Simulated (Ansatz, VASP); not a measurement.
**Ag in VASP and in Ansatz**

```
Ag
1.0
     2.82277    0.00000    0.00503
    -1.41139    2.44459    0.00000
     1.41575    0.81738    2.42442
Ag
1
Direct
  0.00000 0.00000 0.00000
```

Change from the starting cell: band edges of the strained film's bulk.

Alike in both runs: task single point; functional r2SCAN; k mesh 12 × 12 × 14; occupations gaussian, width 0.1 eV; no spin polarisation.

```csv
,VASP,Ansatz
version,VASP 6.6.1,Ansatz 0.2.0
potentials or method,"VASP PAW PBE potentials, release 64 (Ag), cutoff 520 eV","scalar-relativistic, plane waves, PAW"
valence electrons in the cell,11,19
```

Ansatz gave:

```
gap on the k mesh at the Fermi level (eV)                     : none
pressure (GPa)                                                : 4.3
traceless stress, the component that is largest in VASP (GPa) : -4.32
```

Q: What did VASP give for the same quantities?

A: gap on the k mesh at the Fermi level (eV): none; pressure (GPa): 4.5; traceless stress, the component that is largest in VASP (GPa): -4.40.

VASP's potentials were made for PBE, not for r2SCAN. A gap of «none» marks a metal or a gap that the smearing closes. VASP's potentials hold 11 valence electrons a cell and Ansatz's 19, so a difference there can come from the potentials and not from the codes.
